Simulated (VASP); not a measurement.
# Si15BC16 (a cell with a defect) in VASP: notebook

The runs below take Si15BC16 (a cell with a defect) through single point, with PBEsol, r2SCAN.

Everything below comes from runs of VASP 6.6.1. Logs are shortened: lines on timing, memory, paths and dates and some standing lists are left out, and cuts for length are marked.

## 1. The cell of the first run

The cell holds a defect, 32 atoms: a = 6.156 Å, b = 6.156 Å, c = 10.076 Å, α = 90.00°, β = 90.00°, γ = 120.00°.

## 2. Single point, PBEsol

Input file INCAR:

```
PREC = Accurate ; ENCUT = 520
EDIFF = 1E-6 ; ISMEAR = -1
SIGMA = 0.05 ; LREAL = Auto
LASPH = T ; NELM = 120
ALGO = Normal ; ISIF = 2
LWAVE = F ; LCHARG = F
GGA = PS ; NBANDS = 86
NELECT = 128.0 ; ISYM = 0
GGA_COMPAT = F
```

Input file KPOINTS:

```
Automatic mesh
0
Gamma
  1 1 1
  0.25 0.25 0.25
```

Input file POSCAR:

```
Si15BC16
1.0
    6.1561360000      0.0000000000      0.0000000000
   -3.0780680000      5.3313700000      0.0000000000
    0.0000000000      0.0000000000     10.0759470000
Si B C
15 1 16
Direct
    0.9977290000      0.0026780000      0.4984740000
    0.9990340000      0.4992600000      0.4988050000
    0.5012530000      0.0013530000      0.4987920000
    0.1703190000      0.3364850000      0.2550510000
    0.1659530000      0.8341490000      0.2516440000
    0.6643020000      0.3358370000      0.2549950000
    0.6638230000      0.8300470000      0.2548630000
    0.3367190000      0.1692840000      0.7455890000
    0.3369370000      0.6620640000      0.7455570000
    0.8345870000      0.1646880000      0.7487910000
    0.8296550000      0.6623520000      0.7456040000
    0.0015830000      0.9987750000      0.0003410000
    0.0015970000      0.4988610000      0.0002380000
    0.5013680000      0.9985770000      0.0002190000
    0.5016020000      0.4986440000      0.0000040000
    0.5005710000      0.4997820000      0.5017560000
    0.9996870000      0.0005340000      0.1879700000
    0.9997190000      0.4989970000      0.1879500000
    0.5009270000      0.0002020000      0.1878990000
    0.5002890000      0.4997270000      0.1858180000
    0.0002210000      0.9987810000      0.6863510000
    0.0003530000      0.4989210000      0.6866170000
    0.5001340000      0.9985550000      0.6866280000
    0.5002210000      0.4985060000      0.6743940000
    0.1865700000      0.3470660000      0.4421210000
    0.1648020000      0.8355620000      0.4381620000
    0.6559170000      0.3444920000      0.4422510000
    0.6534840000      0.8140050000      0.4418480000
    0.3360730000      0.1652540000      0.9357390000
    0.3361240000      0.6638380000      0.9357540000
    0.8356520000      0.1644270000      0.9372190000
    0.8348870000      0.6641350000      0.9357870000
```

Potentials or basis: VASP PAW PBE potentials, release 64 (Si, B, C).

The run is started by

```
$ cat potpaw_PBE.64/Si/POTCAR potpaw_PBE.64/B/POTCAR potpaw_PBE.64/C/POTCAR > POTCAR
$ mpirun -np 1 vasp_std > vasp.out
```

OUTCAR:

```text
PREC = Accurate
   ENCUT = 520
   EDIFF = 1E-6
   ISMEAR = -1
   LREAL = Auto
   LASPH = T
   NELM = 120
   ISIF = 2
   GGA = PS
   NELECT = 128.0
   ISYM = 0

 ion  position               nearest neighbor table
   1  0.998  0.003  0.498-  26 1.88  21 1.89  25 1.92  28 1.92   4 3.03   7 3.03   3 3.05   2 3.05
                            10 3.06   5 3.07   8 3.08  11 3.08   2 3.10   3 3.10
   2  0.999  0.499  0.499-  22 1.89  26 1.89  25 1.90  27 1.92   4 3.03   6 3.04   1 3.05  11 3.05
                             5 3.06   3 3.06   9 3.07  10 3.09   3 3.09   1 3.10
   3  0.501  0.001  0.499-  23 1.89  26 1.89  28 1.90  27 1.92   7 3.03   6 3.04   1 3.05   8 3.05
                             2 3.06   5 3.07   9 3.07  10 3.08   2 3.09   1 3.10
   4  0.170  0.336  0.255-  25 1.89  20 1.89  18 1.90  17 1.91   1 3.03   2 3.03   7 3.04   6 3.04
                             5 3.08   5 3.08   6 3.11  13 3.12   7 3.12  15 3.12  12 3.14
   5  0.166  0.834  0.252-  26 1.88  17 1.89  19 1.90  18 1.90   2 3.06   3 3.07   1 3.07   4 3.08
                             7 3.08   6 3.08   6 3.08   7 3.08   4 3.08  12 3.08  13 3.10  14 3.10
   6  0.664  0.336  0.255-  20 1.88  27 1.89  18 1.91  19 1.91   3 3.04   2 3.04   4 3.04   7 3.04
                             5 3.08   5 3.08  15 3.10   7 3.11   4 3.11  13 3.13  14 3.13
   7  0.664  0.830  0.255-  28 1.89  20 1.89  19 1.90  17 1.91   1 3.03   3 3.03   4 3.04   6 3.04
                             5 3.08   5 3.08   6 3.11  14 3.11  15 3.12   4 3.12  12 3.13
   8  0.337  0.169  0.746-  23 1.88  21 1.89  24 1.90  29 1.92   9 3.03  11 3.03   3 3.05   1 3.08
                            10 3.08  10 3.08  15 3.11  11 3.12   9 3.12  14 3.13  12 3.13
   9  0.337  0.662  0.746-  24 1.88  23 1.89  22 1.89  30 1.92  11 3.03   8 3.03   2 3.07   3 3.07
[... 16 lines left out ...]
  19  0.501  0.000  0.188-  14 1.89   5 1.90   7 1.90   6 1.91
  20  0.500  0.500  0.186-  15 1.87   6 1.88   4 1.89   7 1.89
  21  0.000  0.999  0.686-  10 1.88  11 1.89   8 1.89   1 1.89
[... 9 lines left out ...]
  31  0.836  0.164  0.937-  12 1.88  14 1.89  13 1.89  10 1.90
  32  0.835  0.664  0.936-  13 1.89  15 1.89  12 1.90  11 1.92

IMPORTANT INFORMATION: All symmetrisations will be switched off!
NOSYMM: (Re-)initialisation of all symmetry stuff for point group C_1.

----------------------------------------------------------------------------------------

                                     Primitive cell

  volume of cell :     330.6990

  direct lattice vectors                    reciprocal lattice vectors
     6.156136000  0.000000000  0.000000000     0.162439556  0.093784524  0.000000000
    -3.078068000  5.331370000  0.000000000     0.000000000  0.187569049  0.000000000
     0.000000000  0.000000000 10.075947000     0.000000000  0.000000000  0.099246254

  length of vectors
     6.156136000  6.156135857 10.075947000     0.187569044  0.187569049  0.099246254

  position of ions in fractional coordinates (direct lattice)
     0.997729000  0.002678000  0.498474000
     0.999034000  0.499260000  0.498805000
     0.501253000  0.001353000  0.498792000
[... 131 lines left out ...]
   EFERMI =   0.00;   METHOD = LEGACY
   ISMEAR =    -1;   SIGMA  =   0.05  broadening in eV -4-tet -1-fermi 0-gaus
   EFERMI_NEDOS =   21; number of points for ismear=-14 and -15
   IALGO  =     38    algorithm
   IMIX   =      4    mixing-type and parameters
     AMIX     =   0.40;   BMIX     =  1.00
     AMIX_MAG =   1.60;   BMIX_MAG =  1.00
  volume/ion in A,a.u.               =      10.33        69.74
  Fermi-wavevector in a.u.,A,eV,Ry     =   1.193073  2.254582 19.366863  1.423424
  Thomas-Fermi vector in A             =   2.329097
   LORBIT       =      0    0 simple, 1 ext, 2 COOP (PROOUT), +10 PAW based schemes
   GGA     = PS    functional components
   LHFCALC =     F    Hartree Fock is set to
   AEXX    =    0.0000 exact exchange contribution
   IVDW    =     0    specifies the selected vdW correction
   LEPSILON=     F    determine dielectric tensor
   LRPA    =     F    only Hartree local field effects (RPA)
 non-spin polarized calculation
  energy-cutoff  :      520.00
  volume of cell :      330.70
 maximum number of plane-waves:      8890
 NGX is ok and might be reduce to    48
   NGX = 23   NGY = 23   NGZ = 37

 number of electron     128.0000000 magnetization

 Free energy of the ion-electron system (eV)
  ---------------------------------------------------
  ext. energy  EPLUGINS =         0.00000000
  ---------------------------------------------------
  free energy    TOTEN  =      -251.85411124 eV

  energy without entropy =     -251.85411124  energy(sigma->0) =     -251.85411124

 E-fermi :   8.5542     XC(G=0): -11.5003

 val. band max:        7.3155170009   @ k =   0.2500   0.5000   0.2500
 cond. band min:      11.1447802060   @ k =   0.5000  -0.2500   0.2500
 fundamental gap:      3.8292632051
 Fermi energy:         8.5541790421

 k-point     1 :       0.2500    0.2500    0.2500
  band No.  band energies     occupation
      1      -6.8150      2.00000
      2      -6.1728      2.00000
      3      -5.8140      2.00000
      4      -5.7588      2.00000
      5      -5.2172      2.00000
      6      -5.1162      2.00000
[... 463 lines left out ...]
     75      13.3203      0.00000
     76      13.3958      0.00000
 [bands above 76 left out]

------------------------ aborting loop because EDIFF is reached ----------------------------------------

  FORCE on cell =-STRESS in cart. coord.  units (eV):
  Direction    XX          YY          ZZ          XY          YZ          ZX
  --------------------------------------------------------------------------------------
  -------------------------------------------------------------------------------------
  Total       -3.2783656     -4.7479361      8.5679802     -1.2069728     -0.0132527     -0.0184159
  in kB      -15.8830923    -23.0028977     41.5103248     -5.8475666     -0.0642069     -0.0892217
  external PRESSURE =       0.8747783 kB  Pullay stress =       0.0000000 kB

 VOLUME and BASIS-vectors are now :
 -----------------------------------------------------------------------------
  energy-cutoff  :      520.00
  volume of cell :      330.70
      direct lattice vectors                 reciprocal lattice vectors
     6.156136000  0.000000000  0.000000000     0.162439556  0.093784524  0.000000000
    -3.078068000  5.331370000  0.000000000     0.000000000  0.187569049  0.000000000
     0.000000000  0.000000000 10.075947000     0.000000000  0.000000000  0.099246254

 POSITION                                       TOTAL-FORCE (eV/Angst)
 -----------------------------------------------------------------------------------
      6.13391      0.01428      5.02260        -0.080200      0.033578      0.006078
      4.61343      2.66174      5.02593        -0.112898      0.042983      0.021421
      3.08162      0.00721      5.02580        -0.110167      0.055735      0.018342
      0.01278      1.79393      2.56988         0.092158     -0.077749     -0.015120
     -1.54594      4.44716      2.53555         0.106096     -0.067197      0.002980
      3.05580      1.79047      2.56932         0.102404     -0.066925      0.013547
[... 24 lines left out ...]
      4.63827      0.87662      9.44337        -0.164918      0.096900     -0.006236
      3.09543      3.54075      9.42894        -0.166430      0.091286     -0.007189
 -----------------------------------------------------------------------------------
    total drift:                               -0.055094      0.029567      0.015224

  FREE ENERGIE OF THE ION-ELECTRON SYSTEM (eV)
  ---------------------------------------------------
  free  energy   TOTEN  =      -251.8541112440 eV

  energy  without entropy=     -251.8541112440  energy(sigma->0) =     -251.85411124
```

OSZICAR:

```text
N       E                     dE             d eps       ncg     rms          rms(c)
DAV:   1     0.380278140982E+03    0.38028E+03   -0.58750E+04  1032   0.134E+03
DAV:   2    -0.239988361305E+03   -0.62027E+03   -0.59049E+03  1332   0.237E+02
DAV:   3    -0.277119385390E+03   -0.37131E+02   -0.36845E+02  1280   0.564E+01
DAV:   4    -0.277867662572E+03   -0.74828E+00   -0.74583E+00  1264   0.886E+00
DAV:   5    -0.277888300786E+03   -0.20638E-01   -0.20609E-01  1272   0.141E+00    0.332E+01
DAV:   6    -0.252884978679E+03    0.25003E+02   -0.79838E+01  1200   0.213E+01    0.152E+01
DAV:   7    -0.252076931639E+03    0.80805E+00   -0.66820E+00  1296   0.663E+00    0.636E+00
DAV:   8    -0.251876081588E+03    0.20085E+00   -0.49041E-01  1224   0.190E+00    0.184E+00
DAV:   9    -0.251853542019E+03    0.22540E-01   -0.60059E-02  1256   0.730E-01    0.302E-01
DAV:  10    -0.251854057649E+03   -0.51563E-03   -0.55972E-03  1224   0.234E-01    0.166E-01
DAV:  11    -0.251854126061E+03   -0.68412E-04   -0.58577E-04  1256   0.843E-02    0.624E-02
DAV:  12    -0.251854107738E+03    0.18323E-04   -0.14205E-04  1240   0.431E-02    0.284E-02
DAV:  13    -0.251854110786E+03   -0.30486E-05   -0.45674E-05  1264   0.232E-02    0.687E-03
DAV:  14    -0.251854111244E+03   -0.45766E-06   -0.43717E-06  1192   0.685E-03
   1 F= -.25185411E+03 E0= -.25185411E+03  d E =-.394480E-10
```

It took 9.3 min on 1 thread of Intel Xeon 8259CL, shared host; peak memory 0.48 GiB.

What came out:

- Free energy: -251.8541 eV
- Largest force: 0.309 eV/Å

Forces on the atoms (eV/Å):
```
Si  -0.080  0.034  0.006
Si  -0.113  0.043  0.021
Si  -0.110  0.056  0.018
Si   0.092 -0.078 -0.015
Si   0.106 -0.067  0.003
Si   0.102 -0.067  0.014
Si   0.112 -0.063 -0.004
Si  -0.113  0.061  0.001
Si  -0.126  0.080  0.004
Si  -0.140  0.073  0.006
Si  -0.108  0.076  0.000
Si   0.093 -0.062 -0.001
Si   0.094 -0.073  0.008
Si   0.096 -0.061  0.003
Si   0.096 -0.067  0.000
B   -0.132  0.065  0.021
C   -0.084  0.052  0.009
C   -0.074  0.059 -0.014
C   -0.083  0.059 -0.013
C   -0.081  0.060  0.001
C    0.095 -0.039  0.004
C    0.106 -0.037 -0.004
C    0.105 -0.040 -0.010
C    0.109 -0.022 -0.006
C    0.164 -0.261 -0.016
C    0.167 -0.094 -0.009
C    0.058 -0.040 -0.028
C    0.304 -0.026  0.029
C   -0.166  0.096 -0.004
C   -0.158  0.097 -0.010
C   -0.165  0.097 -0.006
C   -0.166  0.091 -0.007
```

Caveat: the k points lie up to 0.59 Å⁻¹ apart; the cell carries a net charge on a neutralising background, which shifts energy and pressure; the cell is charged against a uniform background, so pressure and absolute levels hang on convention; the PAW data sets were made with another functional, which shifts forces and pressure a little.

## 3. Single point, r2SCAN

POSCAR is that of step 2.

Input file INCAR.step1:

```
PREC = Accurate ; ENCUT = 580
ISMEAR = -1 ; SIGMA = 0.05
LREAL = Auto ; LASPH = T
NELM = 120 ; NELECT = 128.0
ISYM = 0 ; NBANDS = 86
GGA = PE ; ALGO = Normal
EDIFF = 1E-5 ; LWAVE = T
LCHARG = F ; GGA_COMPAT = F
```

Input file INCAR.step2:

```
PREC = Accurate ; ENCUT = 580
EDIFF = 1E-6 ; ISMEAR = -1
SIGMA = 0.05 ; LREAL = Auto
LASPH = T ; NELM = 120
ALGO = Normal ; ISIF = 2
LWAVE = F ; LCHARG = F
METAGGA = R2SCAN ; LMIXTAU = T
NELECT = 128.0 ; ISYM = 0
NBANDS = 86 ; ISTART = 1
GGA_COMPAT = F
```

KPOINTS is that of step 2.

Potentials or basis: VASP PAW PBE potentials, release 64 (Si, B, C).

The run is started by

```
$ cat potpaw_PBE.64/Si/POTCAR potpaw_PBE.64/B/POTCAR potpaw_PBE.64/C/POTCAR > POTCAR
$ cp INCAR.step1 INCAR
$ mpirun -np 1 vasp_std > vasp.out
$ cp INCAR.step2 INCAR
$ mpirun -np 1 vasp_std > vasp.out
```

OUTCAR:

```text
PREC = Accurate
   ENCUT = 580
   EDIFF = 1E-6
   ISMEAR = -1
   LREAL = Auto
   LASPH = T
   NELM = 120
   ISIF = 2
   METAGGA = R2SCAN
   NELECT = 128.0
   ISYM = 0
   ISTART = 1

 ion  position               nearest neighbor table
   1  0.998  0.003  0.498-  26 1.88  21 1.89  25 1.92  28 1.92   4 3.03   7 3.03   3 3.05   2 3.05
                            10 3.06   5 3.07   8 3.08  11 3.08   2 3.10   3 3.10
   2  0.999  0.499  0.499-  22 1.89  26 1.89  25 1.90  27 1.92   4 3.03   6 3.04   1 3.05  11 3.05
                             5 3.06   3 3.06   9 3.07  10 3.09   3 3.09   1 3.10
   3  0.501  0.001  0.499-  23 1.89  26 1.89  28 1.90  27 1.92   7 3.03   6 3.04   1 3.05   8 3.05
                             2 3.06   5 3.07   9 3.07  10 3.08   2 3.09   1 3.10
   4  0.170  0.336  0.255-  25 1.89  20 1.89  18 1.90  17 1.91   1 3.03   2 3.03   7 3.04   6 3.04
                             5 3.08   5 3.08   6 3.11  13 3.12   7 3.12  15 3.12  12 3.14
   5  0.166  0.834  0.252-  26 1.88  17 1.89  19 1.90  18 1.90   2 3.06   3 3.07   1 3.07   4 3.08
                             7 3.08   6 3.08   6 3.08   7 3.08   4 3.08  12 3.08  13 3.10  14 3.10
   6  0.664  0.336  0.255-  20 1.88  27 1.89  18 1.91  19 1.91   3 3.04   2 3.04   4 3.04   7 3.04
[... 233 lines left out ...]
      3      -6.6086      2.00000
      4      -6.5553      2.00000
      5      -5.9962      2.00000
      6      -5.8928      2.00000
[... 463 lines left out ...]
     75      13.8685      0.00000
     76      13.9550      0.00000
 [bands above 76 left out]

------------------------ aborting loop because EDIFF is reached ----------------------------------------

  FORCE on cell =-STRESS in cart. coord.  units (eV):
  Direction    XX          YY          ZZ          XY          YZ          ZX
  --------------------------------------------------------------------------------------
  -------------------------------------------------------------------------------------
  Total       -4.5920419     -5.9591703      7.5817788     -1.1258653     -0.0288958      0.0044819
  in kB      -22.2476183    -28.8711095     36.7323561     -5.4546151     -0.1399951      0.0217140
  external PRESSURE =      -4.7954572 kB  Pullay stress =       0.0000000 kB

 VOLUME and BASIS-vectors are now :
 -----------------------------------------------------------------------------
  energy-cutoff  :      580.00
  volume of cell :      330.70
      direct lattice vectors                 reciprocal lattice vectors
     6.156136000  0.000000000  0.000000000     0.162439556  0.093784524  0.000000000
    -3.078068000  5.331370000  0.000000000     0.000000000  0.187569049  0.000000000
     0.000000000  0.000000000 10.075947000     0.000000000  0.000000000  0.099246254

 POSITION                                       TOTAL-FORCE (eV/Angst)
 -----------------------------------------------------------------------------------
      6.13391      0.01428      5.02260        -0.022510     -0.003235      0.062487
      4.61343      2.66174      5.02593        -0.109385      0.103286      0.076277
      3.08162      0.00721      5.02580        -0.162147      0.020181      0.072717
      0.01278      1.79393      2.56988         0.114457     -0.057529     -0.028925
     -1.54594      4.44716      2.53555         0.097974     -0.062232      0.026712
      3.05580      1.79047      2.56932         0.072397     -0.049014     -0.002140
[... 24 lines left out ...]
      4.63827      0.87662      9.44337        -0.165318      0.098293      0.010770
      3.09543      3.54075      9.42894        -0.172358      0.082796      0.028419
 -----------------------------------------------------------------------------------
    total drift:                                0.009689     -0.006241     -0.009070

  FREE ENERGIE OF THE ION-ELECTRON SYSTEM (eV)
  ---------------------------------------------------
  free  energy   TOTEN  =      -303.5277008035 eV

  energy  without entropy=     -303.5277008035  energy(sigma->0) =     -303.52770080
```

OSZICAR.step1:

```text
N       E                     dE             d eps       ncg     rms          rms(c)
DAV:   1     0.428489472361E+03    0.42849E+03   -0.62732E+04  1032   0.147E+03
DAV:   2    -0.224783700885E+03   -0.65327E+03   -0.62179E+03  1308   0.248E+02
DAV:   3    -0.264290331459E+03   -0.39507E+02   -0.39204E+02  1288   0.589E+01
DAV:   4    -0.265102141485E+03   -0.81181E+00   -0.80902E+00  1264   0.930E+00
DAV:   5    -0.265124629810E+03   -0.22488E-01   -0.22455E-01  1264   0.150E+00    0.335E+01
DAV:   6    -0.238832250653E+03    0.26292E+02   -0.86315E+01  1200   0.224E+01    0.150E+01
DAV:   7    -0.238269454128E+03    0.56280E+00   -0.71040E+00  1304   0.684E+00    0.656E+00
DAV:   8    -0.238140827486E+03    0.12863E+00   -0.48870E-01  1232   0.195E+00    0.197E+00
DAV:   9    -0.238131263988E+03    0.95635E-02   -0.66963E-02  1272   0.811E-01    0.320E-01
DAV:  10    -0.238132529696E+03   -0.12657E-02   -0.72094E-03  1232   0.260E-01    0.177E-01
DAV:  11    -0.238132931072E+03   -0.40138E-03   -0.95856E-04  1224   0.109E-01    0.654E-02
DAV:  12    -0.238132943266E+03   -0.12194E-04   -0.16366E-04  1304   0.477E-02    0.307E-02
DAV:  13    -0.238132955413E+03   -0.12147E-04   -0.68105E-05  1248   0.288E-02    0.809E-03
DAV:  14    -0.238132956940E+03   -0.15268E-05   -0.55017E-06   688   0.829E-03
   1 F= -.23813296E+03 E0= -.23813296E+03  d E =-.651878E-10
```

It took 26 min on 1 thread of Intel Xeon 8259CL, shared host; peak memory 0.55 GiB.

Results:

- Free energy: -303.5277 eV
- Largest force: 0.443 eV/Å

Forces in eV/Å, atoms in the order of the input:
```
Si  -0.023 -0.003  0.062
Si  -0.109  0.103  0.076
Si  -0.162  0.020  0.073
Si   0.114 -0.058 -0.029
Si   0.098 -0.062  0.027
Si   0.072 -0.049 -0.002
Si   0.106 -0.092 -0.015
Si  -0.112  0.031 -0.039
Si  -0.158  0.099 -0.041
Si  -0.136  0.071 -0.012
Si  -0.078  0.090 -0.041
Si   0.080 -0.056 -0.008
Si   0.092 -0.087  0.003
Si   0.107 -0.052 -0.002
Si   0.094 -0.068  0.004
B   -0.136  0.067  0.027
C   -0.066  0.044  0.007
C   -0.070  0.076 -0.014
C   -0.095  0.047 -0.013
C   -0.081  0.060  0.011
C    0.081 -0.033  0.004
C    0.104 -0.046 -0.011
C    0.111 -0.035 -0.017
C    0.111 -0.022  0.272
C   -0.071 -0.414 -0.140
C    0.167 -0.091 -0.032
C    0.292 -0.174 -0.153
C    0.317  0.254 -0.091
C   -0.163  0.104  0.032
C   -0.151  0.092  0.025
C   -0.165  0.098  0.011
C   -0.172  0.083  0.028
```

Caveat: the k points lie up to 0.59 Å⁻¹ apart; the cell carries a net charge on a neutralising background, which shifts energy and pressure; the cell is charged against a uniform background, so pressure and absolute levels hang on convention; the PAW data sets were made with another functional, which shifts forces and pressure a little.
